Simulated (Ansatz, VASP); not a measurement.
# Two plane-wave programs on AlNi

The input INCAR:

```
SYSTEM = AlNi
ALGO = Normal
EDIFF = 1E-7
ENCUT = 520
GGA = PS
ISIF = 2
ISMEAR = 0
LASPH = .TRUE.
LCHARG = .FALSE.
LREAL = .FALSE.
LWAVE = .FALSE.
NBANDS = 14
NELM = 60
PREC = Accurate
SIGMA = 0.15
```

Contents of KPOINTS:

```
k-points
0
G
  16 16 16
  0 0 0
```

File POSCAR:

```
AlNi
1.0
    2.8855765085      0.0000000000      0.0000000000
    0.0000000000      2.8855765085      0.0000000000
    0.0000000000      0.0000000000      2.8855765085
Al Ni
1 1
Direct
    0.0000000000      0.0000000000     -0.0066391239
    0.5000000000      0.5000000000      0.5030520259
```

Input for Ansatz:

```yaml
crystal:
  lattice:
    - [2.8855765085, 0.0, 0.0]
    - [0.0, 2.8855765085, 0.0]
    - [0.0, 0.0, 2.8855765085]
  atoms:
    - { symbol: Al, position: [0.0, 0.0, -0.0066391239] }
    - { symbol: Ni, position: [0.5, 0.5, 0.5030520259] }
basis:
  ecutwfc: 520.0
kpoints:
  mp_grid: { grid: [16, 16, 16] }
hamiltonian:
  xc: pbesol
  pseudopotentials: { kind: paw, azcp: { folder: soft_1 } }
scf:
  occupations: { method: gaussian, width: 0.15 }
output:
  forces: true
  stress: true
  eigenvalues: true
```

Change from the starting cell: mode 6 frozen in at -0.019 Å, equal normal strain along x, y and z +0.0083.

Alike in both runs: task single point; functional PBEsol; k mesh 16 × 16 × 16; occupations gaussian, width 0.15 eV; no spin polarisation.

|  | VASP | Ansatz |
| --- | --- | --- |
| version | VASP 6.6.1 | Ansatz 0.2.0 |
| potentials or method | VASP PAW PBE potentials, release 64 (Al, Ni), cutoff 520 eV | scalar-relativistic, plane waves, PAW |
| valence electrons in the cell | 13 | 21 |

```tsv
	VASP	Ansatz	Ansatz less VASP
gap on the k mesh at the Fermi level (eV)	none	none	-
pressure (GPa)	-3.8	-4.0	-0.18
rms of the force components (eV/Å)	0.092	0.091	-0.0009
```

VASP's potentials were made for PBE, not for PBEsol, and Ansatz warns of the same on its side. Atom by atom the forces differ by 0.001 eV/Å (rms over components). A gap of «none» marks a metal or a gap that the smearing closes. VASP's potentials hold 13 valence electrons a cell and Ansatz's 21, so a difference there can come from the potentials and not from the codes.
